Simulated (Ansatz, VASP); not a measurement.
Two plane-wave programs on TiO2

```
Ti O
1.0
     2.68475   -2.68482   -0.02003
     2.68475    2.68482   -0.02003
    -2.64833    0.00000    4.88347
Ti O
2 4
Direct
  0.12501 0.87499 0.25000
  0.87499 0.12501 0.75000
  0.33329 0.08331 0.66659
  0.66671 0.91669 0.33341
  0.91669 0.66671 0.83341
  0.08331 0.33329 0.16659
```

Alike in both runs: task single point; functional PBE; k mesh 6 × 6 × 6; occupations gaussian, width 0.05 eV; no spin polarisation; Hubbard terms Ti d U = 4.0 eV.

```csv
,VASP,Ansatz
version,VASP 6.6.1,Ansatz 0.2.0
potentials or method,"VASP PAW PBE potentials, release 64 (Ti_sv, O), cutoff 520 eV","scalar-relativistic, plane waves, PAW"
valence electrons in the cell,48,48
```

|  | VASP | Ansatz | Ansatz less VASP |
| --- | --- | --- | --- |
| gap on the k mesh at the Fermi level (eV) | 2.64 | 2.59 | -0.047 |
| least direct gap on the mesh (eV) | 2.99 | 2.93 | -0.059 |
| pressure (GPa) | 6.3 | 2.0 | -4.34 |
| traceless stress, the component that is largest in VASP (GPa) | -3.95 | -2.93 | +1.017 |
| rms of the force components (eV/Å) | 0.097 | 0.161 | +0.0639 |

The programs project onto different local orbitals, so the same U acts differently, and such runs can settle in different states. Atom by atom the forces differ by 0.064 eV/Å (rms over components).
